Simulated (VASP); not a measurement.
Wanted: the native input for a VASP 6.6.1 run.

```
Task                   : single point
Functional             : LDA
Potentials or basis    : VASP PAW LDA potentials, release 64 (In_d)
Cutoff                 : 520 eV
k mesh                 : 9 × 9 × 12
Occupations            : fermi-dirac, width 0.1 eV
Spin                   : no spin polarisation
Dipole correction      : no
Further INCAR settings : ALGO = Normal; EDIFF = 1e-06; NBANDS = 12
```

The structure of In lies in POSCAR:

```
In
1.0
   -1.6019898026      1.6281983263      2.4755659685
    1.6281983263     -1.6019898026      2.4755659685
    1.5260503434      1.5260503434     -2.4583443292
In
1
Direct
    0.0000000000      0.0000000000      0.0000000000
```

One way to write it, as run:

INCAR

```
PREC = Accurate ; ENCUT = 520
EDIFF = 1E-6 ; ISMEAR = -1
SIGMA = 0.1 ; LREAL = False
LASPH = True ; NELM = 100
ALGO = Normal ; ISIF = 2
LWAVE = False ; LCHARG = True
GGA = CA ; LELF = True
LVHAR = True ; NBANDS = 12
```

KPOINTS

```
Automatic mesh
0
Gamma
  9 9 12
```

Potentials or basis: VASP PAW LDA potentials, release 64 (In_d).

Launch:

```bash
$ cat potpaw_LDA.64/In_d/POTCAR > POTCAR
$ mpirun -np 1 vasp_std > vasp.out
```

Results of the run:

```yaml
Pressure: 0.2 GPa
```

Wall time 53 s on 1 thread of Intel(R) Xeon(R) Platinum 8259CL CPU @ 2.50GHz (Skylake/Cascade Lake) (shared host), peak memory 0.2 GiB.
